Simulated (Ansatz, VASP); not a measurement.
**SrCl2 in VASP and in Ansatz**

POSCAR

```
SrCl2
1.0
    0.0000000000      3.4977180853      3.4977180853
    3.4977180853      0.0000000000      3.4977180853
    3.4977180853      3.4977180853      0.0000000000
Sr Cl
1 2
Direct
    0.0000000000      0.0000000000      0.0000000000
    0.2500000000      0.2500000000      0.2500000000
    0.7500000000      0.7500000000      0.7500000000
```

INCAR.step1

```
PREC     = Accurate       # precision mode
ENCUT    = 550            # plane-wave cutoff, eV
ISMEAR   = 0              # smearing method
SIGMA    = 0.01           # smearing width, eV
LREAL    = F              # projectors in reciprocal space
LASPH    = T              # aspherical terms in the spheres
NELM     = 120            # most SCF steps
NBANDS   = 19             # bands
GGA      = PE             # functional
ALGO     = Normal         # electronic algorithm
EDIFF    = 1E-5           # SCF threshold, eV
LWAVE    = T              # write WAVECAR
LCHARG   = F              # write CHGCAR
GGA_COMPAT= F
```

Contents of INCAR.step2:

```
PREC     = Accurate       # precision mode
ENCUT    = 550            # plane-wave cutoff, eV
EDIFF    = 1E-6           # SCF threshold, eV
ISMEAR   = 0              # smearing method
SIGMA    = 0.01           # smearing width, eV
LREAL    = F              # projectors in reciprocal space
LASPH    = T              # aspherical terms in the spheres
NELM     = 120            # most SCF steps
ALGO     = Normal         # electronic algorithm
ISIF     = 2              # what is computed and relaxed
LWAVE    = F              # write WAVECAR
LCHARG   = F              # write CHGCAR
METAGGA  = R2SCAN         # meta-GGA
LMIXTAU  = T            
IVDW     = 12             # dispersion correction
VDW_S6   = 1.0          
VDW_S8   = 0.78981345   
VDW_A1   = 0.49484001   
VDW_A2   = 5.73083694   
NBANDS   = 19             # bands
ISTART   = 1            
GGA_COMPAT= F
```

File KPOINTS:

```
regular mesh
0
Gamma
  4 4 4
```

Input for Ansatz:

```yaml
crystal:
  lattice:
    - [0.0, 3.4977180853, 3.4977180853]
    - [3.4977180853, 0.0, 3.4977180853]
    - [3.4977180853, 3.4977180853, 0.0]
  atoms:
    - { symbol: Sr, position: [0.0, 0.0, 0.0] }
    - { symbol: Cl, position: [0.25, 0.25, 0.25] }
    - { symbol: Cl, position: [0.75, 0.75, 0.75] }
kpoints:
  mp_grid: { grid: [4, 4, 4] }
hamiltonian:
  xc: r2scan
  dispersion: d3bj
scf:
  occupations: { method: fixed }
  n_extra_bands: 4
output:
  forces: true
  stress: true
  eigenvalues: true
```

Alike in both runs: task single point; functional r2SCAN; dispersion D3(BJ); k mesh 4 × 4 × 4; no spin polarisation.

|  | VASP | Ansatz |
| --- | --- | --- |
| version | VASP 6.6.1 | Ansatz 0.2.0 |
| potentials or method | VASP PAW PBE potentials, release 64 (Sr_sv, Cl) | plane waves |
| plane-wave cutoff (eV) | 550 | 500 |
| occupations | gaussian, width 0.01 eV | fixed |
| valence electrons in the cell | 24 | 24 |

```csv
,VASP,Ansatz,Ansatz less VASP
gap on the k mesh at the Fermi level (eV),5.94,5.94,0.000
pressure (GPa),-0.6,-0.6,-0.06
```

VASP's potentials were made for PBE, not for r2SCAN. Ansatz's warnings: dispersion damping borrowed.
